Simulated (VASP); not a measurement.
Here is a VASP 6.6.1 calculation.

The input INCAR:

```
SYSTEM = Li
PREC = Accurate ; ENCUT = 520
EDIFF = 1E-7 ; ISMEAR = 0
SIGMA = 0.15 ; LREAL = .FALSE.
LASPH = .TRUE. ; NELM = 60
ALGO = Fast ; ISIF = 2
LWAVE = .FALSE. ; LCHARG = .FALSE.
GGA = PS ; IVDW = 12
NBANDS = 10
```

KPOINTS

```
regular mesh
0
G
  16 16 10
  0 0 0
```

The input POSCAR:

```
Li
1.0
    0.0000000000     -2.0954789853     -2.0954789853
    0.0000000000      2.0954789853     -2.0954789853
    4.1909579706      0.0000000000      0.0000000000
Li
2
Direct
    0.6774773227      0.4746597316      0.5000000000
   -0.1774773227      0.0253402684      0.0000000000
```

Potentials or basis: VASP PAW PBE potentials, release 64 (Li_sv).

Run with:

```bash
$ cat potpaw_PBE.64/Li_sv/POTCAR > POTCAR
$ mpirun -np 1 vasp_std > vasp.out
```

(1) Predict the dispersion energy per atom.

(2) Estimate the largest force.

(3) Predict the band gap on the k mesh.

Answers

(1) -0.165 eV.

(2) 0.366 eV/Å.

(3) zero (bands 3 and 4 overlap by 4.77 eV).

Caveat: the cell differs from its parent crystal (atoms displaced along several vibrational modes); the PAW data sets were made with another functional, which shifts forces and pressure a little.
